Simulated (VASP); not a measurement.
Input of a VASP 6.6.1 run:

Contents of INCAR:

```
SYSTEM = KI
PREC = Accurate
ENCUT = 520
EDIFF = 1E-6
ISMEAR = 0
SIGMA = 0.05
LREAL = .FALSE.
LASPH = .TRUE.
NELM = 60
ALGO = Normal
ISIF = 2
LWAVE = .FALSE.
LCHARG = .FALSE.
NBANDS = 15
```

Contents of KPOINTS:

```
Automatic mesh
0
G
  6 6 6
  0 0 0
```

File POSCAR:

```
KI
1.0
    0.0000000000      3.2744937442      3.4109309835
    3.2744937442      0.0000000000      3.4109309835
    3.2744937442      3.2744937442      0.0000000000
K I
1 1
Direct
   -0.0289656989     -0.0289656989      0.0289656989
    0.5089241111      0.5089241111      0.4910758889
```

Potentials or basis: VASP PAW LDA potentials, release 64 (K_sv, I).

Launch:

```sh
$ cat potpaw_LDA.64/K_sv/POTCAR potpaw_LDA.64/I/POTCAR > POTCAR
$ mpirun -np 1 vasp_std > vasp.out
```

**Question.** What does it give for the largest force?

**Answer.** 0.404 eV/Å.

**Question.** Estimate the pressure.

**Answer.** 2.1 GPa.

**Question.** Predict the band gap on the k mesh.

**Answer.** 4.10 eV.

Forces on the atoms (eV/Å):
```
K    0.000  0.000  0.404
I    0.000  0.000 -0.404
```

Caveat: the cell differs from its parent crystal (atoms displaced along a vibrational mode, the cell strained); spin-orbit coupling is left out, which moves the levels of the heavy elements. A k mesh can miss the band edges.
